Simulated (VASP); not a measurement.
# P (Im-3m) in VASP: a series of runs

P is run at these levels: r2SCAN+D3(BJ); tasks: single point.

Program: VASP 6.6.1. These are calculated values, not measurements. Logs are shortened: lines on timing, memory, paths and dates and some standing lists are left out, and cuts for length are marked.

### 1 The cell of the first run

It takes space group Im-3m (No. 229, cubic). Conventional cell: a = 2.997 Å, b = 2.997 Å, c = 2.997 Å, α = 90.00°, β = 90.00°, γ = 90.00°. Within 3.4 Å of P (site symmetry m-3m) lie 14 P at 2.60 to 3.00 Å.

This isn't the form of P at room conditions, which is orthorhombic.

### 2 Single point, r2SCAN+D3(BJ)

File POSCAR:

```
P
1.0
   -1.4984438918      1.4984438918      1.4984438918
    1.4984438918     -1.4984438918      1.4984438918
    1.4984438918      1.4984438918     -1.4984438918
P
1
Direct
    0.0000000000      0.0000000000      0.0000000000
```

File INCAR.step1:

```
ALGO = Normal ; EDIFF = 1E-4
ENCUT = 520 ; GGA = PE
ISMEAR = 0 ; LASPH = True
LCHARG = False ; LREAL = False
LWAVE = True ; NBANDS = 8
NELM = 80 ; PREC = Accurate
SIGMA = 0.05
```

File INCAR.step2:

```
ALGO = Normal ; EDIFF = 1E-7
ENCUT = 520 ; ISIF = 2
ISMEAR = 0 ; ISTART = 1
IVDW = 12 ; LASPH = True
LCHARG = True ; LELF = True
LMIXTAU = True ; LREAL = False
LVHAR = True ; LWAVE = False
METAGGA = R2SCAN ; NBANDS = 8
NELM = 80 ; PREC = Accurate
SIGMA = 0.05 ; VDW_A1 = 0.49484001
VDW_A2 = 5.73083694 ; VDW_S6 = 1.0
VDW_S8 = 0.78981345
```

File KPOINTS:

```
k-points
0
Gamma
  20 20 20
```

Potentials or basis: VASP PAW PBE potentials, release 64 (P).

The run is started by

```bash
$ cat potpaw_PBE.64/P/POTCAR > POTCAR
$ cp INCAR.step1 INCAR
$ mpirun -np 1 vasp_std > vasp.out
$ cp INCAR.step2 INCAR
$ mpirun -np 1 vasp_std > vasp.out
```

OUTCAR:

```text
EDIFF = 1E-7
   ENCUT = 520
   ISIF = 2
   ISMEAR = 0
   ISTART = 1
   IVDW = 12
   LASPH = True
   LREAL = False
   METAGGA = R2SCAN
   NELM = 80
   PREC = Accurate
 IVDW          = 12

 ion  position               nearest neighbor table
   1  0.000  0.000  0.000-

  LATTYP: Found a body centered cubic cell.
 ALAT       =     2.9968877836

  Lattice vectors:

 A1 = (  -1.4984438918,   1.4984438918,   1.4984438918)
 A2 = (   1.4984438918,  -1.4984438918,   1.4984438918)
 A3 = (   1.4984438918,   1.4984438918,  -1.4984438918)

Analysis of symmetry for initial positions (statically):
=====================================================================
 Subroutine PRICEL returns:
 Original cell was already a primitive cell.

 Routine SETGRP: Setting up the symmetry group for a
 body centered cubic supercell.

 Subroutine GETGRP returns: Found 48 space group operations
 (whereof 48 operations were pure point group operations)
 out of a pool of 48 trial point group operations.

The static configuration has the point symmetry O_h .

Analysis of symmetry for dynamics (positions and initial velocities):
=====================================================================
 Subroutine PRICEL returns:
 Original cell was already a primitive cell.

 Routine SETGRP: Setting up the symmetry group for a
 body centered cubic supercell.

 Subroutine GETGRP returns: Found 48 space group operations
 (whereof 48 operations were pure point group operations)
 out of a pool of 48 trial point group operations.

The dynamic configuration has the point symmetry O_h .

 Subroutine INISYM returns: Found 48 space group operations
 (whereof 48 operations are pure point group operations),
 and found     1 'primitive' translations

----------------------------------------------------------------------------------------

                                     Primitive cell

  volume of cell :      13.4580

  direct lattice vectors                    reciprocal lattice vectors
    -1.498443892  1.498443892  1.498443892     0.000000000  0.333679494  0.333679494
     1.498443892 -1.498443892  1.498443892     0.333679494  0.000000000  0.333679494
     1.498443892  1.498443892 -1.498443892     0.333679494  0.333679494  0.000000000

  length of vectors
     2.595380953  2.595380953  2.595380953     0.471894066  0.471894066  0.471894066

  position of ions in fractional coordinates (direct lattice)
     0.000000000  0.000000000  0.000000000

  ion indices of the primitive-cell ions
[... 77 lines left out ...]
   NSW    =      0    number of steps for IOM
   IBRION =     -1    ionic relax: 0-MD 1-quasi-New 2-CG
   NFREE  =      0    steps in history (QN), initial steepest desc. (CG)
   ISIF   =      2    stress and relaxation
   ISYM   =      2    0-nonsym 1-usesym 2-fastsym
   POTIM  = 0.5000    time-step for ionic-motion
   TEBEG  =    0.0;   TEEND  =   0.0 temperature during run
   PSTRESS=    0.0 pullay stress
   NELECT =       5.0000    total number of electrons
   NUPDOWN=      -1.0000    fix difference up-down
   EMIN   =  10.00;   EMAX   =-10.00  energy-range for DOS
   EFERMI =   0.00;   METHOD = LEGACY
   ISMEAR =     0;   SIGMA  =   0.05  broadening in eV -4-tet -1-fermi 0-gaus
   EFERMI_NEDOS =   21; number of points for ismear=-14 and -15
   IALGO  =     38    algorithm
   IMIX   =      4    mixing-type and parameters
     AMIX     =   0.40;   BMIX     =  1.00
     AMIX_MAG =   1.60;   BMIX_MAG =  1.00
  volume/ion in A,a.u.               =      13.46        90.82
  Fermi-wavevector in a.u.,A,eV,Ry     =   1.176895  2.224009 18.845179  1.385082
  Thomas-Fermi vector in A             =   2.313251
   LORBIT       =      0    0 simple, 1 ext, 2 COOP (PROOUT), +10 PAW based schemes
   METAGGA = R2SCAN    functional components
   LHFCALC =     F    Hartree Fock is set to
   AEXX    =    0.0000 exact exchange contribution
   IVDW    =    12    specifies the selected vdW correction
   LEPSILON=     F    determine dielectric tensor
   LRPA    =     F    only Hartree local field effects (RPA)
 non-spin polarized calculation
 Gauss-broadening in eV      SIGMA  =   0.05
  energy-cutoff  :      520.00
  volume of cell :       13.46
 maximum number of plane-waves:       374
   NGX =  9   NGY =  9   NGZ =  9

 number of electron       4.9999999 magnetization

 Free energy of the ion-electron system (eV)
  ---------------------------------------------------
  ext. energy  EPLUGINS =         0.00000000
  ---------------------------------------------------
  free energy    TOTEN  =        -8.03694761 eV

  energy without entropy =       -8.03612599  energy(sigma->0) =       -8.03653680

 E-fermi :  10.8333     XC(G=0): -12.5356

 val. band max:       10.8324687263   @ k =  -0.4500  -0.4500   0.0500
 cond. band min:      10.8418181395   @ k =  -0.3500   0.4000   0.1500
 fundamental gap:      0.0093494132
 Fermi energy:        10.8332803305

 k-point     1 :       0.0000    0.0000    0.0000
  band No.  band energies     occupation
      1      -7.1489      2.00000
      2      19.0197      0.00000
      3      19.0197      0.00000
      4      19.0197      0.00000
      5      23.5737      0.00000
      6      23.5737      0.00000
      7      23.5737      0.00000
      8      28.2046      0.00000
[... 243 lines left out ...]
 k-point    24 :       0.2500    0.1000    0.0000
  band No.  band energies     occupation
      1      -3.9448      2.00000
      2       8.8065      2.00000
      3      13.1223      0.00000
      4      16.2067      0.00000
      5      21.0119      0.00000
      6      22.8541      0.00000
      7      27.1823      0.00000
      8      30.6334      0.00000

 [... further k-points ...]

------------------------ aborting loop because EDIFF is reached ----------------------------------------

 Edisp (eV)   -0.24656

 E8    (eV) :    -0.0705

  FORCE on cell =-STRESS in cart. coord.  units (eV):
  Direction    XX          YY          ZZ          XY          YZ          ZX
  --------------------------------------------------------------------------------------
  -------------------------------------------------------------------------------------
  Total       0.32480     0.32480     0.32480    -0.00000    -0.00000     0.00000
  in kB      38.66768    38.66768    38.66768    -0.00000    -0.00000     0.00000
  external pressure =       38.67 kB  Pullay stress =        0.00 kB

 VOLUME and BASIS-vectors are now :
 -----------------------------------------------------------------------------
  energy-cutoff  :      520.00
  volume of cell :       13.46
      direct lattice vectors                 reciprocal lattice vectors
    -1.498443892  1.498443892  1.498443892     0.000000000  0.333679494  0.333679494
     1.498443892 -1.498443892  1.498443892     0.333679494  0.000000000  0.333679494
     1.498443892  1.498443892 -1.498443892     0.333679494  0.333679494  0.000000000

 POSITION                                       TOTAL-FORCE (eV/Angst)
 -----------------------------------------------------------------------------------
      0.00000      0.00000      0.00000         0.000000      0.000000      0.000000
 -----------------------------------------------------------------------------------
    total drift:                                0.000000      0.000000     -0.000000

  FREE ENERGIE OF THE ION-ELECTRON SYSTEM (eV)
  ---------------------------------------------------
  free  energy   TOTEN  =        -8.2835046445 eV

  energy  without entropy=       -8.2826830164  energy(sigma->0) =       -8.28309383
```

OUTCAR.step1:

```text
EDIFF = 1E-4
   ENCUT = 520
   GGA = PE
   ISMEAR = 0
   LASPH = True
   LREAL = False
[... 478 lines left out ...]

 POSITION                                       TOTAL-FORCE (eV/Angst)
 -----------------------------------------------------------------------------------
      0.00000      0.00000      0.00000        -0.000000     -0.000000      0.000000
 -----------------------------------------------------------------------------------
    total drift:                                0.000000      0.000000     -0.000000

  FREE ENERGIE OF THE ION-ELECTRON SYSTEM (eV)
  ---------------------------------------------------
  free  energy   TOTEN  =        -4.6683335894 eV

  energy  without entropy=       -4.6675294166  energy(sigma->0) =       -4.66793150
```

OSZICAR.step1:

```text
N       E                     dE             d eps       ncg     rms          rms(c)
DAV:   1     0.917279766635E-01    0.91728E-01   -0.21261E+03  4296   0.452E+02
DAV:   2    -0.463920818409E+01   -0.47309E+01   -0.45615E+01  6240   0.462E+01
DAV:   3    -0.467291402378E+01   -0.33706E-01   -0.33679E-01  4504   0.429E+00
DAV:   4    -0.467295093672E+01   -0.36913E-04   -0.36913E-04  6768   0.152E-01
DAV:   5    -0.467295094758E+01   -0.10864E-07   -0.11515E-07  4528   0.161E-03    0.451E+00
DAV:   6    -0.466951396910E+01    0.34370E-02   -0.33648E-03  4472   0.311E-01    0.261E+00
DAV:   7    -0.466832038505E+01    0.11936E-02   -0.60079E-03  4712   0.418E-01    0.890E-02
DAV:   8    -0.466833358944E+01   -0.13204E-04   -0.66044E-05  4248   0.574E-02
   1 F= -.46683336E+01 E0= -.46679315E+01  d E =-.804173E-03
```

Wall time 2.2 min (1 thread of Intel Xeon 8259CL, shared host); peak memory 0.15 GiB.

Results:

| Property | Result |
| --- | --- |
| Free energy | -8.2835 eV |
| Pressure | 3.9 GPa |
| Band gap on the k mesh | zero (an odd number of electrons rules out a gap without spin polarisation) |
| Dispersion energy per atom | -0.247 eV |

Levels at points of the mesh, in eV from the Fermi level:
```csv
k point,band 1,band 2,band 3,band 4,band 5,band 6,band 7,band 8
"(0.00, 0.00, 0.00)",-17.98,8.19,8.19,8.19,12.74,12.74,12.74,17.37
"(0.50, 0.00, 0.00)",-10.69,-8.79,2.73,6.01,7.67,9.14,21.05,21.20
"(0.50, 0.50, 0.50)",-3.79,-3.00,-3.00,-3.00,2.46,2.46,25.67,25.67
```

Caveat: the cell stands under pressure; the PAW data sets were made with another functional, which shifts forces and pressure a little.

(Part 1 of 2 ends here.)

The gap in the log of VASP goes by the Fermi energy; the results here count the filled bands.